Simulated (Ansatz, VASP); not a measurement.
One calculation of LiF, two programs

```
CELL_PARAMETERS angstrom
-2.97124 2.97124 3.89686
2.97124 -2.97124 3.89686
2.97124 2.97124 -3.89686
ATOMIC_POSITIONS crystal
Li 0.17383 0.44622 0.00000
Li 0.55378 0.55378 0.72761
Li 0.00000 0.00000 0.00000
Li 0.82617 0.82617 0.27239
Li 0.44622 0.17383 0.00000
F 0.33118 0.33118 0.30196
F 0.97079 0.66882 0.00000
F 0.66882 0.97079 0.00000
F 0.02922 0.02922 0.69804
F 0.50000 0.50000 0.00000
```

Alike in both runs: functional PBE; k mesh 6 × 6 × 6; occupations gaussian, width 0.02 eV; no spin polarisation.

Ansatz relaxed the structure, and its values are those at the end. VASP's run is a single point on that final structure, the one shown.

```csv
,VASP,Ansatz
version,VASP 6.6.1,Ansatz 0.2.0
potentials or method,"VASP PAW PBE potentials, release 64 (Li_sv, F), cutoff 520 eV","scalar-relativistic, plane waves, PAW"
valence electrons in the cell,50,50
```

|  | VASP | Ansatz | Ansatz less VASP |
| --- | --- | --- | --- |
| gap on the k mesh at the Fermi level (eV) | 6.70 | 6.71 | +0.009 |
| least direct gap on the mesh (eV) | 6.71 | 6.72 | +0.009 |
| rms of the force components (eV/Å) | 0.005 | 0.003 | -0.0023 |

With one functional, cell and mesh, what is left measures potentials, basis and numerics.

Noted on VASP's run: the cutoff is under 1.25 times that of the potentials, so the pressure is a little rough.
